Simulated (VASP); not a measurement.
# Ru (Fm-3m) in VASP: a series of runs, part 2 of 2

VASP 6.6.1.

### Step 6. Single point, PBE

This run uses another cell than the first one, of 13.83 Å³/atom, 1.136 times its volume.

The input, INCAR:

```
  PREC = Accurate
  ENCUT = 520
  EDIFF = 1E-6
  ISMEAR = 0
  SIGMA = 0.1
  LREAL = False
  LASPH = True
  NELM = 100
  ALGO = Fast
  ISIF = 2
  LWAVE = False
  LCHARG = False
  GGA = PE
  NBANDS = 13
```

The input, KPOINTS:

```
Automatic mesh
0
Gamma
  18 18 18
```

The input, POSCAR:

```
Ru
1.0
    0.0000000000      1.9050840396      1.9050840396
    1.9050840396      0.0000000000      1.9050840396
    1.9050840396      1.9050840396      0.0000000000
Ru
1
Direct
    0.0000000000      0.0000000000      0.0000000000
```

Potentials or basis: VASP PAW PBE potentials, release 64 (Ru_pv).

Started as:

```
cat potpaw_PBE.64/Ru_pv/POTCAR > POTCAR
mpirun -np 1 vasp_std > vasp.out
```

OUTCAR:

```text
PREC = Accurate
   ENCUT = 520
   EDIFF = 1E-6
   ISMEAR = 0
   LREAL = False
   LASPH = True
   NELM = 100
   ISIF = 2
   GGA = PE

 ion  position               nearest neighbor table
   1  0.000  0.000  0.000-

  LATTYP: Found a face centered cubic cell.
 ALAT       =     3.8101680792

  Lattice vectors:

 A1 = (   0.0000000000,   1.9050840396,   1.9050840396)
 A2 = (   1.9050840396,   0.0000000000,   1.9050840396)
 A3 = (   1.9050840396,   1.9050840396,   0.0000000000)

Analysis of symmetry for initial positions (statically):
=====================================================================
 Subroutine PRICEL returns:
 Original cell was already a primitive cell.

 Routine SETGRP: Setting up the symmetry group for a
 face centered cubic supercell.

 Subroutine GETGRP returns: Found 48 space group operations
 (whereof 48 operations were pure point group operations)
 out of a pool of 48 trial point group operations.

The static configuration has the point symmetry O_h .

Analysis of symmetry for dynamics (positions and initial velocities):
=====================================================================
 Subroutine PRICEL returns:
 Original cell was already a primitive cell.

 Routine SETGRP: Setting up the symmetry group for a
 face centered cubic supercell.

 Subroutine GETGRP returns: Found 48 space group operations
 (whereof 48 operations were pure point group operations)
 out of a pool of 48 trial point group operations.

The dynamic configuration has the point symmetry O_h .

 Subroutine INISYM returns: Found 48 space group operations
 (whereof 48 operations are pure point group operations),
 and found     1 'primitive' translations

----------------------------------------------------------------------------------------

                                     Primitive cell

  volume of cell :      13.8284

[... 108 lines left out ...]
  Fermi-wavevector in a.u.,A,eV,Ry     =   1.643842  3.106411 36.765882  2.702216
  Thomas-Fermi vector in A             =   2.733908
   LORBIT       =      0    0 simple, 1 ext, 2 COOP (PROOUT), +10 PAW based schemes
   GGA     = PE    functional components
   LHFCALC =     F    Hartree Fock is set to
   AEXX    =    0.0000 exact exchange contribution
   IVDW    =     0    specifies the selected vdW correction
   LEPSILON=     F    determine dielectric tensor
   LRPA    =     F    only Hartree local field effects (RPA)
 non-spin polarized calculation
 RMM-DIIS sequential band-by-band and
 Gauss-broadening in eV      SIGMA  =   0.10
  energy-cutoff  :      520.00
  volume of cell :       13.83
 maximum number of plane-waves:       388
   NGX =  9   NGY =  9   NGZ =  9

 number of electron      14.0000002 magnetization

 Free energy of the ion-electron system (eV)
  ---------------------------------------------------
  ext. energy  EPLUGINS =         0.00000000
  ---------------------------------------------------
  free energy    TOTEN  =        -9.12579130 eV

  energy without entropy =       -9.12070079  energy(sigma->0) =       -9.12324604

 E-fermi :  12.3891     XC(G=0): -14.0041

 val. band max:       12.3732669556   @ k =   0.3333   0.2778   0.0000
 cond. band min:      12.3959077386   @ k =   0.1667   0.0556   0.0000
 fundamental gap:      0.0226407830
 Fermi energy:        12.3891078288

 k-point     1 :       0.0000    0.0000    0.0000
  band No.  band energies     occupation
      1     -29.9972      2.00000
      2     -29.9972      2.00000
      3     -29.9972      2.00000
      4       4.6269      2.00000
      5       9.9174      2.00000
      6       9.9174      2.00000
      7       9.9174      2.00000
      8      12.2981      1.80178
      9      12.2981      1.80178
     10      22.9909      0.00000
     11      27.4959      0.00000
     12      33.1351      0.00000
     13      33.1351      0.00000
[... 354 lines left out ...]
  band No.  band energies     occupation
      1     -30.4855      2.00000
      2     -30.0950      2.00000
      3     -30.0509      2.00000
      4       6.5105      2.00000
      5       9.4554      2.00000
      6      10.3311      2.00000
      7      10.4015      2.00000
      8      12.0454      2.00000
      9      12.8334      0.00000
     10      22.9907      0.00000
     11      27.8611      0.00000
     12      29.8476      0.00000
     13      35.3294      0.00000

 [... further k-points ...]
[... 5 lines left out ...]
  --------------------------------------------------------------------------------------
  -------------------------------------------------------------------------------------
  Total       -0.0164577     -0.0164577     -0.0164577     -0.0000000      0.0000000     -0.0000000
  in kB       -1.9068142     -1.9068142     -1.9068142     -0.0000000      0.0000000     -0.0000000
  external PRESSURE =      -1.9068142 kB  Pullay stress =       0.0000000 kB

 VOLUME and BASIS-vectors are now :
 -----------------------------------------------------------------------------
  energy-cutoff  :      520.00
  volume of cell :       13.83
      direct lattice vectors                 reciprocal lattice vectors
     0.000000000  1.905084040  1.905084040    -0.262455613  0.262455613  0.262455613
     1.905084040  0.000000000  1.905084040     0.262455613 -0.262455613  0.262455613
     1.905084040  1.905084040  0.000000000     0.262455613  0.262455613 -0.262455613

 POSITION                                       TOTAL-FORCE (eV/Angst)
 -----------------------------------------------------------------------------------
      0.00000      0.00000      0.00000         0.000000      0.000000      0.000000
 -----------------------------------------------------------------------------------
    total drift:                                0.000000     -0.000000     -0.000000

  FREE ENERGIE OF THE ION-ELECTRON SYSTEM (eV)
  ---------------------------------------------------
  free  energy   TOTEN  =        -9.1257912969 eV

  energy  without entropy=       -9.1207007878  energy(sigma->0) =       -9.12324604
```

stdout:

```text
POSCAR found type information on POSCAR Ru
 POSCAR found :  1 types and       1 ions
 scaLAPACK will be used
 LDA part: xc-table for (Slater+PW92), standard interpolation
 POSCAR, INCAR and KPOINTS ok, starting setup
 FFT: planning ... GRIDC
 FFT: planning ... GRID_SOFT
 FFT: planning ... GRID
 WAVECAR not read
 entering main loop
```

Wall time 18 s (1 thread of Intel Xeon Platinum 8488C (Sapphire Rapids), shared host); peak memory 0.15 GiB.

What came out:

```yaml
Free_energy: -9.1258 eV
Pressure: -0.2 GPa
Band_gap_on_the_k_mesh: zero (band 7 reaches 14.62 eV, above the bottom of band 8 at 11.28 eV)
```

### Step 7. Overview

| cell | gap on the mesh (eV) | pressure (GPa) |
| --- | --- | --- |
| a = 2.582 Å, angles 60.0°, 1 atom | none | 53.4 |
| a = 2.611 Å, angles 60.0°, 1 atom | none | 36.3 |
| a = 2.639 Å, angles 60.0°, 1 atom | none | 22.0 |
| a = 2.667 Å, angles 60.0°, 1 atom | none | 10.0 |
| a = 2.694 Å, angles 60.0°, 1 atom | none | -0.2 |

Alike in all rows: task single point; level PBE; potentials or basis VASP PAW PBE potentials, release 64 (Ru_pv); no spin polarisation; k mesh 18 × 18 × 18; cutoff (eV) 520; smearing gaussian 0.1 eV.

Absolute energies hang on the potentials; compare differences alone.
